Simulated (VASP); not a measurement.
# SrO in VASP: a series of runs

Aim: see how the results for SrO move with the level of theory and the settings. Levels: PBE, HSE06. Tasks: single point.

All numbers are computed with VASP 6.6.1; they aren't measurements. Logs are shortened: lines on timing, memory, paths and dates and some standing lists are left out, and cuts for length are marked.

## (1) The cell of the first run

The structure is trigonal, space group R-3m (No. 166). Conventional cell: a = 4.340 Å, b = 4.340 Å, c = 5.507 Å, α = 90.00°, β = 90.00°, γ = 120.00°. Within 3.5 Å of Sr (site symmetry -3m) lie 8 O at 2.67 to 2.75 Å and 6 Sr at 3.11 Å. Within 3.5 Å of O (site symmetry -3m) lie 8 Sr at 2.67 to 2.75 Å and 6 O at 3.11 Å.

## (2) Single point, PBE (epitaxial 111 strain -1.1%)

File INCAR:

```
  PREC = Accurate
  ENCUT = 520
  EDIFF = 1E-6
  ISMEAR = -1
  SIGMA = 0.02
  LREAL = False
  LASPH = True
  NELM = 100
  ALGO = Normal
  ISIF = 2
  LWAVE = False
  LCHARG = False
  GGA = PE
  NBANDS = 15
```

File KPOINTS:

```
regular mesh
0
Gamma
  8 8 8
```

File POSCAR:

```
SrO
1.0
    3.1058062078      0.0367623700      0.0367623700
    0.0367623700      3.1058062078      0.0367623700
    0.0367623700      0.0367623700      3.1058062078
Sr O
1 1
Direct
    0.0000000000      0.0000000000      0.0000000000
    0.5000000000      0.5000000000      0.5000000000
```

Potentials or basis: VASP PAW PBE potentials, release 64 (Sr_sv, O).

Run with:

```sh
$ cat potpaw_PBE.64/Sr_sv/POTCAR potpaw_PBE.64/O/POTCAR > POTCAR
$ mpirun -np 1 vasp_std > vasp.out
```

OUTCAR:

```text
PREC = Accurate
   ENCUT = 520
   EDIFF = 1E-6
   ISMEAR = -1
   LREAL = False
   LASPH = True
   NELM = 100
   ISIF = 2
   GGA = PE

 ion  position               nearest neighbor table
   1  0.000  0.000  0.000-   2 2.67   2 2.67   2 2.67   2 2.67   2 2.67   2 2.67   2 2.75   2 2.75

   2  0.500  0.500  0.500-   1 2.67   1 2.67   1 2.67   1 2.67   1 2.67   1 2.67   1 2.75   1 2.75

  LATTYP: Found a trigonal (rhomboedric) cell.
 ALAT       =     3.1062413210
 COS(alpha) =     0.0238067542

  Lattice vectors:

 A1 = (   3.1058062078,   0.0367623700,   0.0367623700)
 A2 = (   0.0367623700,   3.1058062078,   0.0367623700)
 A3 = (   0.0367623700,   0.0367623700,   3.1058062078)

Analysis of symmetry for initial positions (statically):
=====================================================================
 Subroutine PRICEL returns:
 Original cell was already a primitive cell.

 Routine SETGRP: Setting up the symmetry group for a
 trigonal (rhombohedral) supercell.

 Subroutine GETGRP returns: Found 12 space group operations
 (whereof 12 operations were pure point group operations)
 out of a pool of 12 trial point group operations.

The static configuration has the point symmetry D_3d.

Analysis of symmetry for dynamics (positions and initial velocities):
=====================================================================
 Subroutine PRICEL returns:
 Original cell was already a primitive cell.

 Routine SETGRP: Setting up the symmetry group for a
 trigonal (rhombohedral) supercell.

 Subroutine GETGRP returns: Found 12 space group operations
 (whereof 12 operations were pure point group operations)
 out of a pool of 12 trial point group operations.

The dynamic configuration has the point symmetry D_3d.

 Subroutine INISYM returns: Found 12 space group operations
 (whereof 12 operations are pure point group operations),
 and found     1 'primitive' translations

----------------------------------------------------------------------------------------

                                     Primitive cell

  volume of cell :      29.9462

  direct lattice vectors                    reciprocal lattice vectors
     3.105806208  0.036762370  0.036762370     0.322066782 -0.003767599 -0.003767599
     0.036762370  3.105806208  0.036762370    -0.003767599  0.322066782 -0.003767599
     0.036762370  0.036762370  3.105806208    -0.003767599 -0.003767599  0.322066782

  length of vectors
     3.106241321  3.106241321  3.106241321     0.322110853  0.322110853  0.322110853

[... 79 lines left out ...]
   NELM   =    100;   NELMIN=  2; NELMDL= -5     # of ELM steps
   EDIFF  = 0.1E-05   stopping-criterion for ELM
   LREAL  =      F    real-space projection
   EDIFFG = 0.1E-04   stopping-criterion for IOM
   NSW    =      0    number of steps for IOM
   IBRION =     -1    ionic relax: 0-MD 1-quasi-New 2-CG
   NFREE  =      0    steps in history (QN), initial steepest desc. (CG)
   ISIF   =      2    stress and relaxation
   ISYM   =      2    0-nonsym 1-usesym 2-fastsym
   POTIM  = 0.5000    time-step for ionic-motion
   TEBEG  =    0.0;   TEEND  =   0.0 temperature during run
   PSTRESS=    0.0 pullay stress
   NELECT =      16.0000    total number of electrons
   NUPDOWN=      -1.0000    fix difference up-down
   EMIN   =  10.00;   EMAX   =-10.00  energy-range for DOS
   EFERMI =   0.00;   METHOD = LEGACY
   ISMEAR =    -1;   SIGMA  =   0.02  broadening in eV -4-tet -1-fermi 0-gaus
   EFERMI_NEDOS =   21; number of points for ismear=-14 and -15
   IALGO  =     38    algorithm
   IMIX   =      4    mixing-type and parameters
     AMIX     =   0.40;   BMIX     =  1.00
     AMIX_MAG =   1.60;   BMIX_MAG =  1.00
  volume/ion in A,a.u.               =      14.97       101.04
  Fermi-wavevector in a.u.,A,eV,Ry     =   1.328416  2.510343 24.010062  1.764690
  Thomas-Fermi vector in A             =   2.457655
   LORBIT       =      0    0 simple, 1 ext, 2 COOP (PROOUT), +10 PAW based schemes
   GGA     = PE    functional components
[... 5 lines left out ...]
 non-spin polarized calculation
  energy-cutoff  :      520.00
  volume of cell :       29.95
 maximum number of plane-waves:       816
   NGX = 11   NGY = 11   NGZ = 11

 number of electron      16.0000006 magnetization

 Free energy of the ion-electron system (eV)
  ---------------------------------------------------
  ext. energy  EPLUGINS =         0.00000000
  ---------------------------------------------------
  free energy    TOTEN  =       -11.21258833 eV

  energy without entropy =      -11.21258833  energy(sigma->0) =      -11.21258833

 E-fermi :   3.6566     XC(G=0): -10.8113

 val. band max:        3.1163770100   @ k =   0.5000   0.5000  -0.0000
 cond. band min:       5.8788950680   @ k =   0.0000   0.0000   0.0000
 fundamental gap:      2.7625180580
 Fermi energy:         3.6565589392

 k-point     1 :       0.0000    0.0000    0.0000
  band No.  band energies     occupation
      1     -30.7507      2.00000
      2     -12.5761      2.00000
      3     -11.9486      2.00000
      4     -11.9486      2.00000
      5     -11.9322      2.00000
      6       3.0453      2.00000
      7       3.0557      2.00000
      8       3.0557      2.00000
      9       5.8789      0.00000
     10       5.8789      0.00000
     11       7.7933      0.00000
     12      13.6015      0.00000
     13      13.6015      0.00000
     14      13.7493      0.00000
[... 401 lines left out ...]
      2     -14.2225      2.00000
      3     -12.0791      2.00000
      4     -11.9760      2.00000
      5     -11.0619      2.00000
      6       0.8586      2.00000
      7       2.0938      2.00000
      8       2.7507      2.00000
      9       7.6012      0.00000
     10      10.0569      0.00000
     11      10.4134      0.00000
     12      12.1353      0.00000
     13      12.8554      0.00000
     14      13.5452      0.00000
     15      18.2678      0.00000

 [... further k-points ...]
[... 5 lines left out ...]
  --------------------------------------------------------------------------------------
  -------------------------------------------------------------------------------------
  Total        0.6500870      0.6500870      0.6500870      0.0130254      0.0130254      0.0130254
  in kB       34.7808445     34.7808445     34.7808445      0.6968821      0.6968821      0.6968821
  external PRESSURE =      34.7808445 kB  Pullay stress =       0.0000000 kB

 VOLUME and BASIS-vectors are now :
 -----------------------------------------------------------------------------
  energy-cutoff  :      520.00
  volume of cell :       29.95
      direct lattice vectors                 reciprocal lattice vectors
     3.105806208  0.036762370  0.036762370     0.322066782 -0.003767599 -0.003767599
     0.036762370  3.105806208  0.036762370    -0.003767599  0.322066782 -0.003767599
     0.036762370  0.036762370  3.105806208    -0.003767599 -0.003767599  0.322066782

 POSITION                                       TOTAL-FORCE (eV/Angst)
 -----------------------------------------------------------------------------------
      0.00000      0.00000      0.00000         0.000000     -0.000000      0.000000
      1.58967      1.58967      1.58967        -0.000000      0.000000      0.000000
 -----------------------------------------------------------------------------------
    total drift:                                0.000000      0.000000     -0.000000

  FREE ENERGIE OF THE ION-ELECTRON SYSTEM (eV)
  ---------------------------------------------------
  free  energy   TOTEN  =       -11.2125883342 eV

  energy  without entropy=      -11.2125883342  energy(sigma->0) =      -11.21258833
```

Run time: 22 s. Hardware: 1 thread of Intel Xeon Platinum 8488C (Sapphire Rapids), shared host; peak memory 0.16 GiB.

What came out:

```yaml
Free_energy: -11.2126 eV
Pressure: 3.5 GPa
Band_gap_on_the_k_mesh: 2.76 eV, indirect (least direct gap 2.82 eV)
```

Levels at points of the mesh, in eV from the valence-band top:
```tsv
k point	band 6	band 7	band 8	band 9	band 10	band 11
(0.00, 0.00, 0.00)	-0.07	-0.06	-0.06	2.76	2.76	4.68
(0.50, 0.00, 0.00)	-2.97	-0.75	-0.58	3.92	7.34	9.20
(0.50, 0.50, 0.00)	-1.26	-1.17	0.00	4.14	4.60	7.55
(0.50, 0.50, 0.50)	-2.98	-2.94	-2.94	8.01	8.47	8.47
```

Caveat: the cell differs from its parent crystal (epitaxial 111 strain -1.1%).

## (3) Single point, HSE06 (uniaxial x strain -2.4%)

File POSCAR:

```
SrO
1.0
    3.0280860190      0.0000000000      0.0000000000
    0.0000000000      3.1028650671      0.0000000000
    0.0000000000      0.0000000000      3.1028650671
Sr O
1 1
Direct
    0.0000000000      0.0000000000      0.0000000000
    0.5000000000      0.5000000000      0.5000000000
```

File INCAR.step1:

```
SYSTEM = SrO
  PREC = Accurate
  ENCUT = 520
  EDIFF = 1E-5
  ISMEAR = 0
  SIGMA = 0.01
  LREAL = .FALSE.
  LASPH = .TRUE.
  NELM = 100
  ALGO = Normal
  ISIF = 2
  LWAVE = .TRUE.
  GGA = PE
  NBANDS = 15
```

File INCAR.step2:

```
SYSTEM = SrO
  PREC = Accurate
  ENCUT = 520
  EDIFF = 1E-6
  ISMEAR = 0
  SIGMA = 0.01
  LREAL = .FALSE.
  LASPH = .TRUE.
  NELM = 100
  ALGO = Normal
  ISIF = 2
  LWAVE = .FALSE.
  LCHARG = .TRUE.
  GGA = PE
  LHFCALC = .TRUE.
  HFSCREEN = 0.2079
  PRECFOCK = Normal
  LELF = .TRUE.
  LVHAR = .TRUE.
  ISTART = 1
  NBANDS = 15
```

File KPOINTS:

```
Automatic mesh
0
G
  6 6 6
  0 0 0
```

Potentials or basis: VASP PAW PBE potentials, release 64 (Sr_sv, O).

Run with:

```sh
$ cat potpaw_PBE.64/Sr_sv/POTCAR potpaw_PBE.64/O/POTCAR > POTCAR
$ cp INCAR.step1 INCAR
$ mpirun -np 1 vasp_std > vasp.out
$ cp INCAR.step2 INCAR
$ mpirun -np 1 vasp_std > vasp.out
```

It took 57 min on 1 thread of Intel Xeon Platinum 8488C (Sapphire Rapids), shared host; peak memory 0.27 GiB.

Results (log left out):

* Free energy: -13.3390 eV
* Pressure: 3.1 GPa
* Band gap on the k mesh: 4.14 eV, indirect (least direct gap 4.20 eV)

Stress tensor (GPa, compression positive):
```
8.47 0.00 0.00
0.00 0.46 0.00
0.00 0.00 0.46
```

Levels at points of the mesh, in eV from the valence-band top:
| k point | band 6 | band 7 | band 8 | band 9 | band 10 | band 11 |
| --- | --- | --- | --- | --- | --- | --- |
| (0.00, 0.00, 0.00) | -0.22 | -0.22 | -0.06 | 4.14 | 4.16 | 6.47 |
| (0.50, 0.00, 0.00) | -3.33 | -0.89 | -0.89 | 5.58 | 9.50 | 11.08 |
| (0.00, 0.50, 0.00) | -3.32 | -0.93 | -0.66 | 5.38 | 9.19 | 11.42 |
| (0.50, 0.50, 0.00) | -1.49 | -1.42 | -0.16 | 5.81 | 5.97 | 9.00 |
| (0.00, 0.50, 0.50) | -1.43 | -1.43 | 0.00 | 5.60 | 6.41 | 9.56 |
| (0.50, 0.50, 0.50) | -3.37 | -3.37 | -3.35 | 10.15 | 10.15 | 10.52 |

Caveat: the cell differs from its parent crystal (uniaxial x strain -2.4%); the PAW data sets were made with another functional, which shifts forces and pressure a little. A k mesh can miss the band edges.
